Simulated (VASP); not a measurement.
# KMgF3 (Pm-3m) in VASP: notebook

KMgF3 is run at these levels: PBE; tasks: single point.

All numbers are computed with VASP 6.6.1; they aren't measurements. Logs are shortened: lines on timing, memory, paths and dates and some standing lists are left out, and cuts for length are marked.

## (1) The cell of the first run

The structure is cubic, space group Pm-3m (No. 221). The conventional cell has a = 3.722 Å, b = 3.722 Å, c = 3.722 Å, α = 90.00°, β = 90.00°, γ = 90.00°. K (site symmetry m-3m) has 12 F at 2.63 Å and 8 Mg at 3.22 Å within 3.5 Å. Within 2.5 Å of Mg (site symmetry m-3m) lie 6 F at 1.86 Å. F (site symmetry 4/mmm) has 2 Mg at 1.86 Å within 2.5 Å.

## (2) Single point, PBE

The input, INCAR:

```
  ALGO = Normal
  EDIFF = 1E-6
  ENCUT = 520
  GGA = PE
  ISIF = 2
  ISMEAR = -1
  LASPH = True
  LCHARG = False
  LREAL = False
  LWAVE = False
  NBANDS = 24
  NELM = 80
  PREC = Accurate
  SIGMA = 0.1
```

The input, KPOINTS:

```
k-points
0
Gamma
  5 5 5
```

The input, POSCAR:

```
KMgF3
1.0
    3.7223633814      0.0000000000      0.0000000000
    0.0000000000      3.7223633814      0.0000000000
    0.0000000000      0.0000000000      3.7223633814
K Mg F
1 1 3
Direct
    0.5000000000      0.5000000000      0.5000000000
    0.0000000000      0.0000000000      0.0000000000
    0.5000000000      0.0000000000      0.0000000000
    0.0000000000      0.5000000000      0.0000000000
    0.0000000000      0.0000000000      0.5000000000
```

Potentials or basis: VASP PAW PBE potentials, release 64 (K_sv, Mg, F).

On the command line:

```sh
$ cat potpaw_PBE.64/K_sv/POTCAR potpaw_PBE.64/Mg/POTCAR potpaw_PBE.64/F/POTCAR > POTCAR
$ mpirun -np 1 vasp_std > vasp.out
```

OUTCAR:

```text
EDIFF = 1E-6
   ENCUT = 520
   GGA = PE
   ISIF = 2
   ISMEAR = -1
   LASPH = True
   LREAL = False
   NELM = 80
   PREC = Accurate

 ion  position               nearest neighbor table
   1  0.500  0.500  0.500-   3 2.63   4 2.63   5 2.63   3 2.63   4 2.63   3 2.63   5 2.63   3 2.63
                             4 2.63   5 2.63   4 2.63   5 2.63   2 3.22   2 3.22   2 3.22   2 3.22
   2  0.000  0.000  0.000-   3 1.86   4 1.86   5 1.86   5 1.86   4 1.86   3 1.86   1 3.22   1 3.22
                             1 3.22   1 3.22   1 3.22   1 3.22   1 3.22   1 3.22
   3  0.500  0.000  0.000-   2 1.86   2 1.86   1 2.63   1 2.63   1 2.63   1 2.63
   4  0.000  0.500  0.000-   2 1.86   2 1.86   1 2.63   1 2.63   1 2.63   1 2.63
   5  0.000  0.000  0.500-   2 1.86   2 1.86   1 2.63   1 2.63   1 2.63   1 2.63

  LATTYP: Found a simple cubic cell.
 ALAT       =     3.7223633814

  Lattice vectors:

 A1 = (   3.7223633814,   0.0000000000,   0.0000000000)
 A2 = (   0.0000000000,   3.7223633814,   0.0000000000)
 A3 = (   0.0000000000,   0.0000000000,   3.7223633814)

Analysis of symmetry for initial positions (statically):
=====================================================================
 Subroutine PRICEL returns:
 Original cell was already a primitive cell.

 Routine SETGRP: Setting up the symmetry group for a
 simple cubic supercell.

 Subroutine GETGRP returns: Found 48 space group operations
 (whereof 48 operations were pure point group operations)
 out of a pool of 48 trial point group operations.

The static configuration has the point symmetry O_h .

Analysis of symmetry for dynamics (positions and initial velocities):
=====================================================================
 Subroutine PRICEL returns:
 Original cell was already a primitive cell.

 Routine SETGRP: Setting up the symmetry group for a
 simple cubic supercell.

 Subroutine GETGRP returns: Found 48 space group operations
 (whereof 48 operations were pure point group operations)
 out of a pool of 48 trial point group operations.

The dynamic configuration has the point symmetry O_h .

 Subroutine INISYM returns: Found 48 space group operations
 (whereof 48 operations are pure point group operations),
 and found     1 'primitive' translations

----------------------------------------------------------------------------------------

                                     Primitive cell

  volume of cell :      51.5770

  direct lattice vectors                    reciprocal lattice vectors
     3.722363381  0.000000000  0.000000000     0.268646528  0.000000000  0.000000000
     0.000000000  3.722363381  0.000000000     0.000000000  0.268646528  0.000000000
     0.000000000  0.000000000  3.722363381     0.000000000  0.000000000  0.268646528

  length of vectors
     3.722363381  3.722363381  3.722363381     0.268646528  0.268646528  0.268646528

  position of ions in fractional coordinates (direct lattice)
     0.500000000  0.500000000  0.500000000
     0.000000000  0.000000000  0.000000000
     0.500000000  0.000000000  0.000000000
     0.000000000  0.500000000  0.000000000
     0.000000000  0.000000000  0.500000000

  ion indices of the primitive-cell ions
   primitive index   ion index
                 1           1
                 2           2
                 3           3
                 4           4
                 5           5

----------------------------------------------------------------------------------------

 KPOINTS: k-points

Automatic generation of k-mesh.
 Grid dimensions read from file:
 generate k-points for:    5    5    5

 Generating k-lattice:

  Cartesian coordinates                     Fractional coordinates (reciprocal lattice)
     0.053729306  0.000000000  0.000000000     0.200000000  0.000000000  0.000000000
     0.000000000  0.053729306  0.000000000     0.000000000  0.200000000  0.000000000
     0.000000000  0.000000000  0.053729306     0.000000000  0.000000000  0.200000000

  Length of vectors
     0.053729306  0.053729306  0.053729306

  Shift w.r.t. Gamma in fractional coordinates (k-lattice)
     0.000000000  0.000000000  0.000000000

 Subroutine IBZKPT returns following result:
 ===========================================

 Found     10 irreducible k-points:

 Following reciprocal coordinates:
            Coordinates               Weight
  0.000000  0.000000  0.000000      1.000000
  0.200000  0.000000  0.000000      6.000000
  0.400000  0.000000  0.000000      6.000000
  0.200000  0.200000  0.000000     12.000000
  0.400000  0.200000  0.000000     24.000000
  0.400000  0.400000  0.000000     12.000000
  0.200000  0.200000  0.200000      8.000000
  0.400000  0.200000  0.200000     24.000000
  0.400000  0.400000  0.200000     24.000000
  0.400000  0.400000  0.400000      8.000000
   k-points           NKPTS =     10   k-points in BZ     NKDIM =     10   number of bands    NBANDS=     24
   number of dos      NEDOS =    301   number of ions     NIONS =      5
   total plane-waves  NPLWV =  21952
   dimension x,y,z NGX =    28 NGY =   28 NGZ =   28
   dimension x,y,z NGXF=    56 NGYF=   56 NGZF=   56
   ions per type =               1   1   3
   NGX,Y,Z   is equivalent  to a cutoff of  12.51, 12.51, 12.51 a.u.
   NGXF,Y,Z  is equivalent  to a cutoff of  25.01, 25.01, 25.01 a.u.
 SYSTEM =  unknown system
   PREC   = accura    normal or accurate (medium, high low for compatibility)
   ISTART =      0    job   : 0-new  1-cont  2-samecut
   ICHARG =      2    charge: 1-file 2-atom 10-const
   ISPIN  =      1    spin polarized calculation?
   LNONCOLLINEAR =      F non collinear calculations
   LSORBIT =      F    spin-orbit coupling
   LASPH  =      T    aspherical Exc in radial PAW
   ENCUT  =  520.0 eV  38.22 Ry    6.18 a.u.   6.92  6.92  6.92*2*pi/ulx,y,z
   NELM   =     80;   NELMIN=  2; NELMDL= -5     # of ELM steps
   EDIFF  = 0.1E-05   stopping-criterion for ELM
   LREAL  =      F    real-space projection
   EDIFFG = 0.1E-04   stopping-criterion for IOM
   NSW    =      0    number of steps for IOM
   IBRION =     -1    ionic relax: 0-MD 1-quasi-New 2-CG
   NFREE  =      0    steps in history (QN), initial steepest desc. (CG)
   ISIF   =      2    stress and relaxation
   ISYM   =      2    0-nonsym 1-usesym 2-fastsym
   POTIM  = 0.5000    time-step for ionic-motion
   TEBEG  =    0.0;   TEEND  =   0.0 temperature during run
   PSTRESS=    0.0 pullay stress
   NELECT =      32.0000    total number of electrons
   NUPDOWN=      -1.0000    fix difference up-down
   EMIN   =  10.00;   EMAX   =-10.00  energy-range for DOS
   EFERMI =   0.00;   METHOD = LEGACY
   ISMEAR =    -1;   SIGMA  =   0.10  broadening in eV -4-tet -1-fermi 0-gaus
   EFERMI_NEDOS =   21; number of points for ismear=-14 and -15
   IALGO  =     38    algorithm
   IMIX   =      4    mixing-type and parameters
     AMIX     =   0.40;   BMIX     =  1.00
     AMIX_MAG =   1.60;   BMIX_MAG =  1.00
  volume/ion in A,a.u.               =      10.32        69.61
  Fermi-wavevector in a.u.,A,eV,Ry     =   1.396281  2.638588 26.525914  1.949600
  Thomas-Fermi vector in A             =   2.519650
   LORBIT       =      0    0 simple, 1 ext, 2 COOP (PROOUT), +10 PAW based schemes
   GGA     = PE    functional components
   LHFCALC =     F    Hartree Fock is set to
   AEXX    =    0.0000 exact exchange contribution
   IVDW    =     0    specifies the selected vdW correction
   LEPSILON=     F    determine dielectric tensor
   LRPA    =     F    only Hartree local field effects (RPA)
 non-spin polarized calculation
  energy-cutoff  :      520.00
  volume of cell :       51.58
 maximum number of plane-waves:      1398
 NGX is ok and might be reduce to    28
   NGX = 13   NGY = 13   NGZ = 13

 number of electron      31.9999957 magnetization

 Free energy of the ion-electron system (eV)
  ---------------------------------------------------
  ext. energy  EPLUGINS =         0.00000000
  ---------------------------------------------------
  free energy    TOTEN  =       -23.33379616 eV

  energy without entropy =      -23.33379616  energy(sigma->0) =      -23.33379616

 E-fermi :   1.8576     XC(G=0): -10.7501

 val. band max:       -0.4945546078   @ k =   0.4000   0.4000   0.4000
 cond. band min:       8.6596764147   @ k =   0.0000   0.0000   0.0000
 fundamental gap:      9.1542310225
 Fermi energy:         1.8576123918

 k-point     1 :       0.0000    0.0000    0.0000
  band No.  band energies     occupation
      1     -25.7525      2.00000
      2     -21.1130      2.00000
      3     -20.1812      2.00000
      4     -20.1812      2.00000
      5      -9.2682      2.00000
      6      -9.2682      2.00000
[... 16 lines left out ...]
     23      16.2587      0.00000
     24      19.2395      0.00000

 k-point     2 :       0.2000    0.0000    0.0000
  band No.  band energies     occupation
      1     -25.7195      2.00000
      2     -21.0758      2.00000
      3     -20.2611      2.00000
      4     -20.1753      2.00000
      5      -9.2214      2.00000
      6      -9.2214      2.00000
[... 16 lines left out ...]
     23      16.2255      0.00000
     24      18.8974      0.00000

 k-point     3 :       0.4000    0.0000    0.0000
  band No.  band energies     occupation
      1     -25.6646      2.00000
      2     -21.0072      2.00000
      3     -20.3995      2.00000
      4     -20.1657      2.00000
      5      -9.1432      2.00000
      6      -9.1430      2.00000
[... 16 lines left out ...]
     23      15.6924      0.00000
     24      17.7425      0.00000

 k-point     4 :       0.2000    0.2000    0.0000
  band No.  band energies     occupation
      1     -25.6905      2.00000
      2     -21.0242      2.00000
      3     -20.2939      2.00000
      4     -20.2146      2.00000
      5      -9.2883      2.00000
      6      -9.1775      2.00000
[... 16 lines left out ...]
     23      16.2416      0.00000
     24      18.0003      0.00000

 k-point     5 :       0.4000    0.2000    0.0000
  band No.  band energies     occupation
      1     -25.6427      2.00000
      2     -20.9206      2.00000
      3     -20.4210      2.00000
      4     -20.2236      2.00000
      5      -9.2556      2.00000
      6      -9.1662      2.00000
[... 16 lines left out ...]
     23      15.7506      0.00000
     24      17.3260      0.00000

 k-point     6 :       0.4000    0.4000    0.0000
  band No.  band energies     occupation
      1     -25.6066      2.00000
      2     -20.7231      2.00000
      3     -20.4682      2.00000
      4     -20.3638      2.00000
      5      -9.3427      2.00000
      6      -9.2902      2.00000
[... 16 lines left out ...]
     23      15.7280      0.00000
     24      16.1983      0.00000

 k-point     7 :       0.2000    0.2000    0.2000
  band No.  band energies     occupation
      1     -25.6653      2.00000
      2     -20.9663      2.00000
      3     -20.2842      2.00000
      4     -20.2842      2.00000
      5      -9.2969      2.00000
      6      -9.2969      2.00000
[... 16 lines left out ...]
     23      16.2044      0.00000
     24      18.1709      0.00000

 k-point     8 :       0.4000    0.2000    0.2000
  band No.  band energies     occupation
      1     -25.6238      2.00000
      2     -20.8435      2.00000
      3     -20.4272      2.00000
      4     -20.2685      2.00000
      5      -9.3123      2.00000
      6      -9.3120      2.00000
[... 16 lines left out ...]
     23      15.8971      0.00000
     24      17.3202      0.00000

 k-point     9 :       0.4000    0.4000    0.2000
  band No.  band energies     occupation
      1     -25.5929      2.00000
      2     -20.6679      2.00000
      3     -20.4529      2.00000
      4     -20.3767      2.00000
      5      -9.4339      2.00000
      6      -9.4117      2.00000
[... 16 lines left out ...]
     23      16.3757      0.00000
     24      16.4037      0.00000

 k-point    10 :       0.4000    0.4000    0.4000
  band No.  band energies     occupation
      1     -25.5706      2.00000
      2     -20.5474      2.00000
      3     -20.4279      2.00000
      4     -20.4279      2.00000
      5      -9.5782      2.00000
      6      -9.5782      2.00000
[... 16 lines left out ...]
     23      17.0681      0.00000
     24      17.3554      0.00000

------------------------ aborting loop because EDIFF is reached ----------------------------------------

  FORCE on cell =-STRESS in cart. coord.  units (eV):
  Direction    XX          YY          ZZ          XY          YZ          ZX
  --------------------------------------------------------------------------------------
  -------------------------------------------------------------------------------------
  Total        9.6027988      9.6027988      9.6027988     -0.0000000      0.0000000     -0.0000000
  in kB      298.2992142    298.2992142    298.2992142     -0.0000000      0.0000000     -0.0000000
  external PRESSURE =     298.2992142 kB  Pullay stress =       0.0000000 kB

 VOLUME and BASIS-vectors are now :
 -----------------------------------------------------------------------------
  energy-cutoff  :      520.00
  volume of cell :       51.58
      direct lattice vectors                 reciprocal lattice vectors
     3.722363381  0.000000000  0.000000000     0.268646528  0.000000000  0.000000000
     0.000000000  3.722363381  0.000000000     0.000000000  0.268646528  0.000000000
     0.000000000  0.000000000  3.722363381     0.000000000  0.000000000  0.268646528

 POSITION                                       TOTAL-FORCE (eV/Angst)
 -----------------------------------------------------------------------------------
      1.86118      1.86118      1.86118         0.000000      0.000000      0.000000
      0.00000      0.00000      0.00000         0.000000      0.000000      0.000000
      1.86118      0.00000      0.00000         0.000000      0.000000      0.000000
      0.00000      1.86118      0.00000         0.000000      0.000000      0.000000
      0.00000      0.00000      1.86118         0.000000      0.000000      0.000000
 -----------------------------------------------------------------------------------
    total drift:                                0.000000      0.000000     -0.000000

  FREE ENERGIE OF THE ION-ELECTRON SYSTEM (eV)
  ---------------------------------------------------
  free  energy   TOTEN  =       -23.3337961598 eV

  energy  without entropy=      -23.3337961597  energy(sigma->0) =      -23.33379616
```

Wall time 8 s (1 thread of Intel Xeon 6975P-C (Granite Rapids), shared host); peak memory 0.15 GiB.

What came out:

```
Free energy            : -23.3338 eV
Pressure               : 29.8 GPa
Band gap on the k mesh : 9.15 eV, indirect (least direct gap 9.37 eV)
```

A k mesh can miss the band edges. A hybrid or GW would open this gap; PBE tends to underestimate it.

(Continued in part 2 of 2.)
